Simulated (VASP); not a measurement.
# C (Pmma) in VASP: notebook

The runs below take C through single point, with PBEsol+D3(BJ).

Program: VASP 6.6.1. These are calculated values, not measurements. Logs are shortened: lines on timing, memory, paths and dates and some standing lists are left out, and cuts for length are marked.

**1. The cell of the first run**

Symmetry: Pmma, No. 51, orthorhombic system. The conventional cell has a = 2.458 Å, b = 3.529 Å, c = 4.257 Å, α = 90.00°, β = 90.00°, γ = 90.00°. C (site symmetry mm2) has 3 C at 1.32 to 1.54 Å within 1.8 Å. C (site symmetry mm2) has 3 C at 1.42 to 1.54 Å within 1.9 Å.

**2. Single point, PBEsol+D3(BJ) (mode 8 frozen in at -0.060 Å and mode 12 at -0.060 Å (largest displacements))**

Input file INCAR:

```
PREC = Accurate
ENCUT = 600
EDIFF = 1E-6
ISMEAR = 0
SIGMA = 0.15
LREAL = False
LASPH = True
NELM = 120
ALGO = Normal
ISIF = 2
LWAVE = False
LCHARG = False
GGA = PS
IVDW = 12
NBANDS = 16
GGA_COMPAT = False
```

Input file KPOINTS:

```
Automatic mesh
0
Gamma
  18 12 10
```

Input file POSCAR:

```
C
1.0
   -2.4576582504      0.0000000000      0.0000000000
    0.0000000000      0.0000000000     -3.5294825081
    0.0000000000     -4.2567889574      0.0000000000
C
4
Direct
    0.5000000000      0.0000000000      0.1948569296
    0.0000000000      0.0000000000      0.6666666667
    0.0000000000      0.0000000000      0.3051430704
    0.5000000000      0.0000000000      0.8333333333
```

Potentials or basis: VASP PAW PBE potentials, release 64 (C).

On the command line:

```
cat potpaw_PBE.64/C/POTCAR > POTCAR
mpirun -np 1 vasp_std > vasp.out
```

OUTCAR:

```text
PREC = Accurate
   ENCUT = 600
   EDIFF = 1E-6
   ISMEAR = 0
   LREAL = False
   LASPH = True
   NELM = 120
   ISIF = 2
   GGA = PS
   IVDW = 12
 IVDW          = 12

 ion  position               nearest neighbor table
   1  0.500  0.000  0.195-   3 1.32   3 1.32   4 1.54
   2  0.000  0.000  0.667-   4 1.42   4 1.42   3 1.54
   3  0.000  0.000  0.305-   1 1.32   1 1.32   2 1.54
   4  0.500  0.000  0.833-   2 1.42   2 1.42   1 1.54

  LATTYP: Found a simple orthorhombic cell.
 ALAT       =     2.4576582504
 B/A-ratio  =     1.4361160701
 C/A-ratio  =     1.7320508076

  Lattice vectors:

 A1 = (  -2.4576582504,   0.0000000000,   0.0000000000)
 A2 = (   0.0000000000,   0.0000000000,  -3.5294825081)
 A3 = (   0.0000000000,  -4.2567889574,   0.0000000000)

Analysis of symmetry for initial positions (statically):
=====================================================================
 Subroutine PRICEL returns:
 Original cell was already a primitive cell.

 Routine SETGRP: Setting up the symmetry group for a
 simple orthorhombic supercell.

 Subroutine GETGRP returns: Found  8 space group operations
 (whereof  4 operations were pure point group operations)
 out of a pool of  8 trial point group operations.

The static configuration has the point symmetry C_2v.
 The point group associated with its full space group is D_2h.

Analysis of symmetry for dynamics (positions and initial velocities):
=====================================================================
 Subroutine PRICEL returns:
 Original cell was already a primitive cell.

 Routine SETGRP: Setting up the symmetry group for a
 simple orthorhombic supercell.

 Subroutine GETGRP returns: Found  8 space group operations
 (whereof  4 operations were pure point group operations)
 out of a pool of  8 trial point group operations.

The dynamic configuration has the point symmetry C_2v.
 The point group associated with its full space group is D_2h.

 Subroutine INISYM returns: Found  8 space group operations
 (whereof  4 operations are pure point group operations),
 and found     1 'primitive' translations

----------------------------------------------------------------------------------------

                                     Primitive cell

  volume of cell :      36.9245

  direct lattice vectors                    reciprocal lattice vectors
[... 91 lines left out ...]
   EDIFF  = 0.1E-05   stopping-criterion for ELM
   LREAL  =      F    real-space projection
   EDIFFG = 0.1E-04   stopping-criterion for IOM
   NSW    =      0    number of steps for IOM
   IBRION =     -1    ionic relax: 0-MD 1-quasi-New 2-CG
   NFREE  =      0    steps in history (QN), initial steepest desc. (CG)
   ISIF   =      2    stress and relaxation
   ISYM   =      2    0-nonsym 1-usesym 2-fastsym
   POTIM  = 0.5000    time-step for ionic-motion
   TEBEG  =    0.0;   TEEND  =   0.0 temperature during run
   PSTRESS=    0.0 pullay stress
   NELECT =      16.0000    total number of electrons
   NUPDOWN=      -1.0000    fix difference up-down
   EMIN   =  10.00;   EMAX   =-10.00  energy-range for DOS
   EFERMI =   0.00;   METHOD = LEGACY
   ISMEAR =     0;   SIGMA  =   0.15  broadening in eV -4-tet -1-fermi 0-gaus
   EFERMI_NEDOS =   21; number of points for ismear=-14 and -15
   IALGO  =     38    algorithm
   IMIX   =      4    mixing-type and parameters
     AMIX     =   0.40;   BMIX     =  1.00
     AMIX_MAG =   1.60;   BMIX_MAG =  1.00
  volume/ion in A,a.u.               =       9.23        62.29
  Fermi-wavevector in a.u.,A,eV,Ry     =   1.238825  2.341040 20.880688  1.534687
  Thomas-Fermi vector in A             =   2.373334
   LORBIT       =      0    0 simple, 1 ext, 2 COOP (PROOUT), +10 PAW based schemes
   GGA     = PS    functional components
   LHFCALC =     F    Hartree Fock is set to
   AEXX    =    0.0000 exact exchange contribution
   IVDW    =    12    specifies the selected vdW correction
   LEPSILON=     F    determine dielectric tensor
   LRPA    =     F    only Hartree local field effects (RPA)
 non-spin polarized calculation
 Gauss-broadening in eV      SIGMA  =   0.15
  energy-cutoff  :      600.00
  volume of cell :       36.92
 maximum number of plane-waves:      1256
 NGX is ok and might be reduce to    20
   NGX =  9   NGY = 15   NGZ = 17

 number of electron      16.0000001 magnetization

 Free energy of the ion-electron system (eV)
  ---------------------------------------------------
  ext. energy  EPLUGINS =         0.00000000
  ---------------------------------------------------
  free energy    TOTEN  =       -37.28257504 eV

  energy without entropy =      -37.28140006  energy(sigma->0) =      -37.28198755

 E-fermi :   4.1623     XC(G=0): -10.1897

 val. band max:        4.1162648900   @ k =   0.3889   0.0000   0.1000
 cond. band min:       4.1679978631   @ k =   0.3889   0.3333   0.0000
 fundamental gap:      0.0517329731
 Fermi energy:         4.1623117898

 k-point     1 :       0.0000    0.0000    0.0000
  band No.  band energies     occupation
      1     -15.4958      2.00000
      2     -10.3543      2.00000
      3      -8.2944      2.00000
      4      -3.7791      2.00000
      5      -2.7864      2.00000
      6       0.1831      2.00000
[... 433 lines left out ...]
      3      -7.7835      2.00000
      4      -5.2523      2.00000
      5      -2.6081      2.00000
      6      -1.4088      2.00000
[... 8 lines left out ...]
     15      15.7864      0.00000
     16      16.1446      0.00000

 [... further k-points ...]

------------------------ aborting loop because EDIFF is reached ----------------------------------------

 Edisp (eV)   -0.41317

 E8    (eV) :    -0.2007

  FORCE on cell =-STRESS in cart. coord.  units (eV):
  Direction    XX          YY          ZZ          XY          YZ          ZX
  --------------------------------------------------------------------------------------
  -------------------------------------------------------------------------------------
  Total       6.58431    -1.11868    -0.08475     0.00000     0.00000     0.00000
  in kB     285.69751   -48.54023    -3.67744     0.00000     0.00000     0.00000
  external pressure =       77.83 kB  Pullay stress =        0.00 kB

 VOLUME and BASIS-vectors are now :
 -----------------------------------------------------------------------------
  energy-cutoff  :      600.00
  volume of cell :       36.92
      direct lattice vectors                 reciprocal lattice vectors
    -2.457658250  0.000000000  0.000000000    -0.406891397  0.000000000  0.000000000
     0.000000000  0.000000000 -3.529482508     0.000000000  0.000000000 -0.283327654
     0.000000000 -4.256788957  0.000000000     0.000000000 -0.234918858  0.000000000

 POSITION                                       TOTAL-FORCE (eV/Angst)
 -----------------------------------------------------------------------------------
     -1.22883     -0.82946      0.00000         0.000000     10.087101      0.000000
      0.00000     -2.83786      0.00000         0.000000      0.769111      0.000000
      0.00000     -1.29893      0.00000         0.000000    -10.087101      0.000000
     -1.22883     -3.54732      0.00000         0.000000     -0.769111      0.000000
 -----------------------------------------------------------------------------------
    total drift:                               -0.000000     -0.000000     -0.000000

  FREE ENERGIE OF THE ION-ELECTRON SYSTEM (eV)
  ---------------------------------------------------
  free  energy   TOTEN  =       -37.6957494007 eV

  energy  without entropy=      -37.6945744163  energy(sigma->0) =      -37.69516191
```

OSZICAR:

```text
N       E                     dE             d eps       ncg     rms          rms(c)
DAV:   1     0.387993821600E+02    0.38799E+02   -0.85075E+03 13448   0.103E+03
DAV:   2    -0.368690834124E+02   -0.75668E+02   -0.69004E+02 18784   0.201E+02
DAV:   3    -0.398641711417E+02   -0.29951E+01   -0.29784E+01 17800   0.373E+01
DAV:   4    -0.398891188073E+02   -0.24948E-01   -0.24941E-01 17168   0.408E+00
DAV:   5    -0.398895076165E+02   -0.38881E-03   -0.38880E-03 17392   0.484E-01    0.937E+00
DAV:   6    -0.378878855606E+02    0.20016E+01   -0.14223E+00 16096   0.808E+00    0.537E+00
DAV:   7    -0.372735222502E+02    0.61436E+00   -0.14340E+00 17224   0.771E+00    0.160E+00
DAV:   8    -0.372804609963E+02   -0.69387E-02   -0.54909E-02 16568   0.145E+00    0.709E-01
DAV:   9    -0.372821889641E+02   -0.17280E-02   -0.23446E-03 15464   0.391E-01    0.610E-02
DAV:  10    -0.372824761823E+02   -0.28722E-03   -0.16454E-04 16768   0.980E-02    0.424E-02
DAV:  11    -0.372825754594E+02   -0.99277E-04   -0.10381E-04 14472   0.607E-02    0.113E-02
DAV:  12    -0.372825750400E+02    0.41937E-06   -0.18251E-06 17120   0.105E-02
   1 F= -.37695749E+02 E0= -.37695162E+02  d E =-.117498E-02
```

Wall time 2.7 min (1 thread of Intel Xeon Platinum 8259CL at 2.50GHz (Skylake/Cascade Lake), shared host); peak memory 0.33 GiB.

Results:

```
Free energy                : -37.6957 eV
Pressure                   : 7.8 GPa
Largest force              : 10.087 eV/Å
Band gap on the k mesh     : zero (band 8 reaches 4.49 eV, above the bottom of band 9 at 3.95 eV)
Dispersion energy per atom : -0.103 eV
```

Forces on the atoms (eV/Å):
```
C     0.000  10.087   0.000
C     0.000   0.769   0.000
C     0.000 -10.087   0.000
C     0.000  -0.769   0.000
```

Levels at points of the mesh, in eV from the Fermi level:
```csv
k point,band 4,band 5,band 6,band 7,band 8,band 9,band 10,band 11,band 12,band 13
"(0.00, 0.00, 0.00)",-7.94,-6.95,-3.98,-2.49,-0.85,3.74,3.90,5.74,7.49,10.47
"(0.50, 0.00, 0.00)",-11.02,-8.02,-8.02,-1.81,-1.81,2.71,2.71,9.09,9.09,10.68
"(0.00, 0.50, 0.00)",-8.46,-7.92,-3.96,-3.52,-0.81,2.23,5.85,7.73,9.21,10.55
"(0.50, 0.50, 0.00)",-10.92,-7.93,-7.93,-3.09,-3.09,1.86,1.86,10.78,10.78,11.12
"(0.00, 0.00, 0.50)",-7.25,-5.84,-5.69,-4.74,-4.67,5.47,5.58,6.98,7.61,8.04
"(0.50, 0.00, 0.50)",-13.24,-5.68,-5.68,-1.41,-1.41,1.80,1.80,6.70,6.70,10.72
"(0.00, 0.50, 0.50)",-7.18,-7.18,-6.25,-5.60,-4.64,6.63,6.97,8.18,8.34,10.67
"(0.50, 0.50, 0.50)",-13.11,-5.64,-5.64,-2.53,-2.53,0.47,0.47,6.96,6.96,13.22
```

Caveat: the cell differs from its parent crystal (mode 8 frozen in at -0.060 Å and mode 12 at -0.060 Å (largest displacements)); the PAW data sets were made with another functional, which shifts forces and pressure a little.

**3. Single point, PBEsol+D3(BJ) (mode 8 frozen in at -0.030 Å and mode 12 at +0.030 Å (largest displacements))**

Input file INCAR:

```
SYSTEM = C
ALGO     = Normal         ! electronic algorithm
EDIFF    = 1E-6           ! SCF threshold, eV
ENCUT    = 600            ! plane-wave cutoff, eV
GGA      = PS             ! functional
GGA_COMPAT= .FALSE.      
ISIF     = 2              ! what is computed and relaxed
ISMEAR   = 0              ! smearing method
IVDW     = 12             ! dispersion correction
LASPH    = .TRUE.         ! aspherical terms in the spheres
LCHARG   = .FALSE.        ! write CHGCAR
LREAL    = .FALSE.        ! projectors in reciprocal space
LWAVE    = .FALSE.        ! write WAVECAR
NBANDS   = 16             ! bands
NELM     = 120            ! most SCF steps
PREC     = Accurate       ! precision mode
SIGMA    = 0.15           ! smearing width, eV
```

Input file KPOINTS:

```
k-points
0
G
  18 12 10
  0 0 0
```

Input file POSCAR:

```
C
1.0
   -2.4576582504      0.0000000000      0.0000000000
    0.0000000000      0.0000000000     -3.5294825081
    0.0000000000     -4.2567889574      0.0000000000
C
4
Direct
    0.5000000000      0.0000000000      0.1666666667
    0.0000000000      0.0000000000      0.6525715352
    0.0000000000      0.0000000000      0.3333333333
    0.5000000000      0.0000000000      0.8474284648
```

Potentials or basis: VASP PAW PBE potentials, release 64 (C).

On the command line:

```
cat potpaw_PBE.64/C/POTCAR > POTCAR
mpirun -np 1 vasp_std > vasp.out
```

Wall time 2.7 min (1 thread of Intel Xeon Platinum 8259CL at 2.50GHz (Skylake/Cascade Lake), shared host); peak memory 0.33 GiB.

Results (log left out):

* Free energy: -38.6311 eV
* Pressure: 2.6 GPa
* Largest force: 5.768 eV/Å
* Band gap on the k mesh: zero (band 8 reaches 4.52 eV, above the bottom of band 9 at 3.94 eV)
* Dispersion energy per atom: -0.104 eV

Forces on the atoms (eV/Å):
```
C    0.000 -1.207  0.000
C    0.000 -5.768  0.000
C    0.000  1.207  0.000
C    0.000  5.768  0.000
```

Stress tensor (GPa, compression positive):
```
-2.04  0.00  0.00
 0.00 10.32  0.00
 0.00  0.00 -0.42
```

Levels at points of the mesh, in eV from the Fermi level:
| k point | band 4 | band 5 | band 6 | band 7 | band 8 | band 9 | band 10 | band 11 | band 12 | band 13 |
| --- | --- | --- | --- | --- | --- | --- | --- | --- | --- | --- |
| (0.00, 0.00, 0.00) | -6.90 | -6.17 | -3.80 | -1.92 | -1.30 | 1.67 | 3.69 | 7.16 | 7.43 | 9.59 |
| (0.50, 0.00, 0.00) | -10.08 | -9.41 | -9.41 | -2.32 | -2.32 | 3.74 | 3.74 | 9.08 | 9.08 | 10.72 |
| (0.00, 0.50, 0.00) | -8.44 | -6.13 | -3.78 | -2.45 | -1.89 | 0.36 | 7.22 | 7.70 | 9.20 | 9.69 |
| (0.50, 0.50, 0.00) | -9.98 | -9.33 | -9.33 | -3.51 | -3.51 | 2.80 | 2.80 | 9.93 | 9.93 | 11.13 |
| (0.00, 0.00, 0.50) | -7.54 | -5.43 | -5.22 | -4.85 | -3.79 | 5.45 | 5.61 | 7.15 | 7.86 | 8.08 |
| (0.50, 0.00, 0.50) | -13.00 | -6.53 | -6.53 | -2.04 | -2.04 | 2.82 | 2.82 | 7.04 | 7.04 | 10.78 |
| (0.00, 0.50, 0.50) | -7.47 | -6.85 | -6.36 | -5.19 | -3.76 | 6.44 | 7.16 | 8.24 | 8.97 | 10.60 |
| (0.50, 0.50, 0.50) | -12.87 | -6.49 | -6.49 | -3.10 | -3.10 | 1.34 | 1.34 | 7.31 | 7.31 | 12.97 |

Caveat: the cell differs from its parent crystal (mode 8 frozen in at -0.030 Å and mode 12 at +0.030 Å (largest displacements)); the PAW data sets were made with another functional, which shifts forces and pressure a little.

(Part 1 of 2 ends here.)
